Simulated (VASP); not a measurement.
# FeO (rock salt type) (Fm-3m) in VASP: a series of runs

The runs below take FeO (rock salt type) through single point, with PBE.

All numbers are computed with VASP 6.6.1; they aren't measurements. Logs are shortened: lines on timing, memory, paths and dates and some standing lists are left out, and cuts for length are marked.

## Step 1: The cell of the first run

It takes space group Fm-3m (No. 225, cubic). Conventional cell: a = 4.146 Å, b = 4.146 Å, c = 4.146 Å, α = 90.00°, β = 90.00°, γ = 90.00°. Within 2.7 Å of Fe (site symmetry m-3m) lie 6 O at 2.07 Å. O (site symmetry m-3m) has 6 Fe at 2.07 Å within 2.7 Å.

## Step 2: Single point, PBE

The input, INCAR:

```
SYSTEM = FeO
ALGO = Normal ; EDIFF = 1E-6
ENCUT = 520 ; GGA = PE
ISIF = 2 ; ISMEAR = -1
LASPH = .True. ; LCHARG = .False.
LREAL = .False. ; LWAVE = .False.
NBANDS = 14 ; NELM = 80
PREC = Accurate ; SIGMA = 0.06122561905347299
```

The input, KPOINTS:

```
k-points
0
Gamma
  46 46 46
  0 0 0
```

The input, POSCAR:

```
FeO
1.0
    0.0000000000      2.0731714524      2.0731714524
    2.0731714524      0.0000000000      2.0731714524
    2.0731714524      2.0731714524      0.0000000000
Fe O
1 1
Direct
    0.0000000000      0.0000000000      0.0000000000
    0.5000000000      0.5000000000      0.5000000000
```

Potentials or basis: VASP PAW PBE potentials, release 64 (Fe, O).

The run is started by

```
> cat potpaw_PBE.64/Fe/POTCAR potpaw_PBE.64/O/POTCAR > POTCAR
> mpirun -np 1 vasp_std > vasp.out
```

OUTCAR:

```text
SYSTEM = FeO
   EDIFF = 1E-6
   ENCUT = 520
   GGA = PE
   ISIF = 2
   ISMEAR = -1
   LASPH = .True.
   LREAL = .False.
   NELM = 80
   PREC = Accurate

 ion  position               nearest neighbor table
   1  0.000  0.000  0.000-   2 2.07   2 2.07   2 2.07   2 2.07   2 2.07   2 2.07
   2  0.500  0.500  0.500-   1 2.07   1 2.07   1 2.07   1 2.07   1 2.07   1 2.07

  LATTYP: Found a face centered cubic cell.
 ALAT       =     4.1463429048

  Lattice vectors:

 A1 = (   0.0000000000,   2.0731714524,   2.0731714524)
 A2 = (   2.0731714524,   0.0000000000,   2.0731714524)
 A3 = (   2.0731714524,   2.0731714524,   0.0000000000)

Analysis of symmetry for initial positions (statically):
=====================================================================
 Subroutine PRICEL returns:
 Original cell was already a primitive cell.

 Routine SETGRP: Setting up the symmetry group for a
 face centered cubic supercell.

 Subroutine GETGRP returns: Found 48 space group operations
 (whereof 48 operations were pure point group operations)
 out of a pool of 48 trial point group operations.

The static configuration has the point symmetry O_h .

Analysis of symmetry for dynamics (positions and initial velocities):
=====================================================================
 Subroutine PRICEL returns:
 Original cell was already a primitive cell.

 Routine SETGRP: Setting up the symmetry group for a
 face centered cubic supercell.

 Subroutine GETGRP returns: Found 48 space group operations
 (whereof 48 operations were pure point group operations)
 out of a pool of 48 trial point group operations.

The dynamic configuration has the point symmetry O_h .

 Subroutine INISYM returns: Found 48 space group operations
 (whereof 48 operations are pure point group operations),
 and found     1 'primitive' translations

----------------------------------------------------------------------------------------

                                     Primitive cell

  volume of cell :      17.8211

  direct lattice vectors                    reciprocal lattice vectors
     0.000000000  2.073171452  2.073171452    -0.241176387  0.241176387  0.241176387
     2.073171452  0.000000000  2.073171452     0.241176387 -0.241176387  0.241176387
     2.073171452  2.073171452  0.000000000     0.241176387  0.241176387 -0.241176387

  length of vectors
     2.931907185  2.931907185  2.931907185     0.417729755  0.417729755  0.417729755

  position of ions in fractional coordinates (direct lattice)
     0.000000000  0.000000000  0.000000000
     0.500000000  0.500000000  0.500000000

  ion indices of the primitive-cell ions
   primitive index   ion index
                 1           1
                 2           2

----------------------------------------------------------------------------------------

 KPOINTS: k-points

Automatic generation of k-mesh.
 Grid dimensions read from file:
 generate k-points for:   46   46   46

 Generating k-lattice:

  Cartesian coordinates                     Fractional coordinates (reciprocal lattice)
    -0.005242965  0.005242965  0.005242965     0.021739130  0.000000000  0.000000000
     0.005242965 -0.005242965  0.005242965     0.000000000  0.021739130  0.000000000
     0.005242965  0.005242965 -0.005242965     0.000000000  0.000000000  0.021739130

  Length of vectors
     0.009081082  0.009081082  0.009081082

  Shift w.r.t. Gamma in fractional coordinates (k-lattice)
     0.000000000  0.000000000  0.000000000

 Subroutine IBZKPT returns following result:
 ===========================================

 Found   2456 irreducible k-points:

 Following reciprocal coordinates:
            Coordinates               Weight
  0.000000  0.000000  0.000000      1.000000
  0.021739  0.000000  0.000000      8.000000
  0.043478  0.000000  0.000000      8.000000
  0.065217  0.000000  0.000000      8.000000
  0.086957  0.000000  0.000000      8.000000
  0.108696  0.000000  0.000000      8.000000
[... 16 lines left out ...]
  0.478261  0.000000  0.000000      8.000000
  0.500000  0.000000  0.000000      4.000000
 [... further k-points ...]
   k-points           NKPTS =   2456   k-points in BZ     NKDIM =   2456   number of bands    NBANDS=     14
   number of dos      NEDOS =    301   number of ions     NIONS =      2
   total plane-waves  NPLWV =  13824
   dimension x,y,z NGX =    24 NGY =   24 NGZ =   24
   dimension x,y,z NGXF=    48 NGYF=   48 NGZF=   48
   ions per type =               1   1
   NGX,Y,Z   is equivalent  to a cutoff of  13.61, 13.61, 13.61 a.u.
   NGXF,Y,Z  is equivalent  to a cutoff of  27.22, 27.22, 27.22 a.u.
 SYSTEM =  FeO
   PREC   = accura    normal or accurate (medium, high low for compatibility)
   ISTART =      0    job   : 0-new  1-cont  2-samecut
   ICHARG =      2    charge: 1-file 2-atom 10-const
   ISPIN  =      1    spin polarized calculation?
   LNONCOLLINEAR =      F non collinear calculations
   LSORBIT =      F    spin-orbit coupling
   LASPH  =      T    aspherical Exc in radial PAW
   ENCUT  =  520.0 eV  38.22 Ry    6.18 a.u.   5.45  5.45  5.45*2*pi/ulx,y,z
   NELM   =     80;   NELMIN=  2; NELMDL= -5     # of ELM steps
   EDIFF  = 0.1E-05   stopping-criterion for ELM
   LREAL  =      F    real-space projection
   EDIFFG = 0.1E-04   stopping-criterion for IOM
   NSW    =      0    number of steps for IOM
   IBRION =     -1    ionic relax: 0-MD 1-quasi-New 2-CG
   NFREE  =      0    steps in history (QN), initial steepest desc. (CG)
   ISIF   =      2    stress and relaxation
   ISYM   =      2    0-nonsym 1-usesym 2-fastsym
   POTIM  = 0.5000    time-step for ionic-motion
   TEBEG  =    0.0;   TEEND  =   0.0 temperature during run
   PSTRESS=    0.0 pullay stress
   NELECT =      14.0000    total number of electrons
   NUPDOWN=      -1.0000    fix difference up-down
   EMIN   =  10.00;   EMAX   =-10.00  energy-range for DOS
   EFERMI =   0.00;   METHOD = LEGACY
   ISMEAR =    -1;   SIGMA  =   0.06  broadening in eV -4-tet -1-fermi 0-gaus
   EFERMI_NEDOS =   21; number of points for ismear=-14 and -15
   IALGO  =     38    algorithm
   IMIX   =      4    mixing-type and parameters
     AMIX     =   0.40;   BMIX     =  1.00
     AMIX_MAG =   1.60;   BMIX_MAG =  1.00
  volume/ion in A,a.u.               =       8.91        60.13
  Fermi-wavevector in a.u.,A,eV,Ry     =   1.510563  2.854551 31.045798  2.281802
  Thomas-Fermi vector in A             =   2.620737
   LORBIT       =      0    0 simple, 1 ext, 2 COOP (PROOUT), +10 PAW based schemes
   GGA     = PE    functional components
   LHFCALC =     F    Hartree Fock is set to
   AEXX    =    0.0000 exact exchange contribution
   IVDW    =     0    specifies the selected vdW correction
   LEPSILON=     F    determine dielectric tensor
   LRPA    =     F    only Hartree local field effects (RPA)
 non-spin polarized calculation
  energy-cutoff  :      520.00
  volume of cell :       17.82
 maximum number of plane-waves:       531
 NGX is ok and might be reduce to    24
   NGX = 11   NGY = 11   NGZ = 11

 number of electron      14.0000006 magnetization

 Free energy of the ion-electron system (eV)
  ---------------------------------------------------
  ext. energy  EPLUGINS =         0.00000000
  ---------------------------------------------------
  free energy    TOTEN  =       -13.80222377 eV

  energy without entropy =      -13.73165067  energy(sigma->0) =      -13.76693722

 E-fermi :   6.9101     XC(G=0): -12.8874

 val. band max:        6.9100259807   @ k =   0.3913   0.3696   0.0217
 cond. band min:       6.9101457524   @ k =   0.4565   0.3261   0.0000
 fundamental gap:      0.0001197717
 Fermi energy:         6.9101001925

 k-point     1 :       0.0000    0.0000    0.0000
  band No.  band energies     occupation
      1     -14.5971      2.00000
      2       2.7931      2.00000
      3       2.7931      2.00000
      4       2.7931      2.00000
      5       5.3309      2.00000
      6       5.3311      2.00000
      7       5.3311      2.00000
      8       5.9189      2.00000
      9       5.9192      2.00000
     10       8.5368      0.00000
     11      23.5080      0.00000
     12      26.1076      0.00000
     13      26.1076      0.00000
     14      26.1076      0.00000

 k-point     2 :       0.0217    0.0000    0.0000
  band No.  band energies     occupation
      1     -14.5914      2.00000
      2       2.7527      2.00000
      3       2.7729      2.00000
      4       2.7729      2.00000
      5       5.3382      2.00000
      6       5.3384      2.00000
      7       5.3419      2.00000
      8       5.9401      2.00000
      9       5.9403      2.00000
     10       8.5690      0.00000
     11      23.4353      0.00000
     12      26.0977      0.00000
     13      26.0977      0.00000
     14      26.1503      0.00000

 k-point     3 :       0.0435    0.0000    0.0000
  band No.  band energies     occupation
      1     -14.5746      2.00000
      2       2.6360      2.00000
      3       2.7144      2.00000
      4       2.7144      2.00000
      5       5.3590      2.00000
      6       5.3591      2.00000
      7       5.3723      2.00000
      8       6.0023      2.00000
      9       6.0025      2.00000
     10       8.6634      0.00000
     11      23.2324      0.00000
     12      26.0665      0.00000
     13      26.0665      0.00000
     14      26.2638      0.00000
[... 324 lines left out ...]
 k-point    23 :       0.4783    0.0000    0.0000
  band No.  band energies     occupation
      1     -13.2125      2.00000
      2      -2.1487      2.00000
      3       0.5401      2.00000
      4       0.5402      2.00000
      5       6.5354      1.99561
      6       6.5356      1.99560
      7       6.8236      1.60818
      8       8.9380      0.00000
      9       8.9382      0.00000
     10      12.1512      0.00000
     11      17.3704      0.00000
     12      21.4245      0.00000
     13      21.4245      0.00000
     14      29.3333      0.00000

 k-point    24 :       0.5000    0.0000    0.0000
  band No.  band energies     occupation
      1     -13.2047      2.00000
      2      -2.1668      2.00000
      3       0.5332      2.00000
      4       0.5333      2.00000
      5       6.5414      1.99516
      6       6.5415      1.99515
      7       6.8345      1.54910
      8       8.9496      0.00000
      9       8.9498      0.00000
     10      12.1492      0.00000
     11      17.3641      0.00000
     12      21.4023      0.00000
     13      21.4023      0.00000
     14      29.3564      0.00000

 [... further k-points ...]

------------------------ aborting loop because EDIFF is reached ----------------------------------------

  FORCE on cell =-STRESS in cart. coord.  units (eV):
  Direction    XX          YY          ZZ          XY          YZ          ZX
  --------------------------------------------------------------------------------------
  -------------------------------------------------------------------------------------
  Total       -0.8399158     -0.8399158     -0.8399158      0.0000000      0.0000000      0.0000000
  in kB      -75.5110821    -75.5110821    -75.5110821      0.0000000      0.0000000      0.0000000
  external PRESSURE =     -75.5110821 kB  Pullay stress =       0.0000000 kB

 VOLUME and BASIS-vectors are now :
 -----------------------------------------------------------------------------
  energy-cutoff  :      520.00
  volume of cell :       17.82
      direct lattice vectors                 reciprocal lattice vectors
     0.000000000  2.073171452  2.073171452    -0.241176387  0.241176387  0.241176387
     2.073171452  0.000000000  2.073171452     0.241176387 -0.241176387  0.241176387
     2.073171452  2.073171452  0.000000000     0.241176387  0.241176387 -0.241176387

 POSITION                                       TOTAL-FORCE (eV/Angst)
 -----------------------------------------------------------------------------------
      0.00000      0.00000      0.00000         0.000000      0.000000      0.000000
      2.07317      2.07317      2.07317        -0.000000     -0.000000     -0.000000
 -----------------------------------------------------------------------------------
    total drift:                                0.000000     -0.000000     -0.000000

  FREE ENERGIE OF THE ION-ELECTRON SYSTEM (eV)
  ---------------------------------------------------
  free  energy   TOTEN  =       -13.8022237731 eV

  energy  without entropy=      -13.7316506740  energy(sigma->0) =      -13.76693722
```

Run time: 6.8 min. Hardware: 1 thread of Intel Xeon 6975P-C (Granite Rapids), shared host; peak memory 0.74 GiB.

Results:

```yaml
Free_energy: -13.8022 eV
Pressure: -7.6 GPa
Band_gap_on_the_k_mesh: zero (bands 7 and 8 overlap by 1.02 eV)
```

Levels at points of the mesh, in eV from the Fermi level:
| k point | band 5 | band 6 | band 7 | band 8 | band 9 | band 10 |
| --- | --- | --- | --- | --- | --- | --- |
| (0.00, 0.00, 0.00) | -1.58 | -1.58 | -1.58 | -0.99 | -0.99 | 1.63 |
| (0.50, 0.00, 0.00) | -0.37 | -0.37 | -0.08 | 2.04 | 2.04 | 5.24 |
| (0.50, 0.50, 0.00) | -3.01 | -0.42 | 0.02 | 0.03 | 0.22 | 7.50 |

Caveat: the cell stands under tension; the run has no spin polarisation, though such a crystal can be magnetic; semilocal functionals often make such compounds metallic where correlation or magnetic order opens a gap, which also shifts bond lengths. With open d or f shells a metallic result of PBE can be an artefact of self-interaction; +U or a hybrid may open a gap.

## Step 3: Single point, PBE

This run uses another cell than the first one, of 9.08 Å³/atom.

The input, INCAR:

```
PREC = Accurate
ENCUT = 520
EDIFF = 1E-6
ISMEAR = -1
SIGMA = 0.06122561905347299
LREAL = F
LASPH = T
NELM = 80
ALGO = Normal
ISIF = 2
LWAVE = F
LCHARG = F
GGA = PE
NBANDS = 14
```

The input, KPOINTS:

```
regular mesh
0
Gamma
  46 46 46
```

The input, POSCAR:

```
FeO
1.0
    0.0000000000      2.0863767221      2.0863767221
    2.0863767221      0.0000000000      2.0863767221
    2.0863767221      2.0863767221      0.0000000000
Fe O
1 1
Direct
    0.0000000000      0.0000000000      0.0000000000
    0.5000000000      0.5000000000      0.5000000000
```

Potentials or basis: VASP PAW PBE potentials, release 64 (Fe, O).

The run is started by

```
> cat potpaw_PBE.64/Fe/POTCAR potpaw_PBE.64/O/POTCAR > POTCAR
> mpirun -np 1 vasp_std > vasp.out
```

It took 7 min on 1 thread of Intel Xeon 6975P-C (Granite Rapids), shared host; peak memory 0.74 GiB.

Results (log left out):

```
Free energy            : -13.7825 eV
Pressure               : -11.2 GPa
Band gap on the k mesh : zero (bands 7 and 8 overlap by 0.98 eV)
```

Levels at points of the mesh, in eV from the Fermi level:
| k point | band 3 | band 4 | band 5 | band 6 | band 7 | band 8 | band 9 | band 10 | band 11 | band 12 |
| --- | --- | --- | --- | --- | --- | --- | --- | --- | --- | --- |
| (0.00, 0.00, 0.00) | -4.03 | -4.03 | -1.53 | -1.53 | -1.53 | -0.96 | -0.96 | 1.52 | 16.54 | 19.03 |
| (0.50, 0.00, 0.00) | -6.23 | -6.23 | -0.36 | -0.36 | -0.07 | 1.98 | 1.98 | 5.20 | 10.26 | 14.36 |
| (0.50, 0.50, 0.00) | -5.21 | -5.21 | -2.91 | -0.40 | 0.02 | 0.02 | 0.19 | 7.35 | 9.97 | 12.70 |

Caveat: the cell stands under tension; the run has no spin polarisation, though such a crystal can be magnetic; semilocal functionals often make such compounds metallic where correlation or magnetic order opens a gap, which also shifts bond lengths.
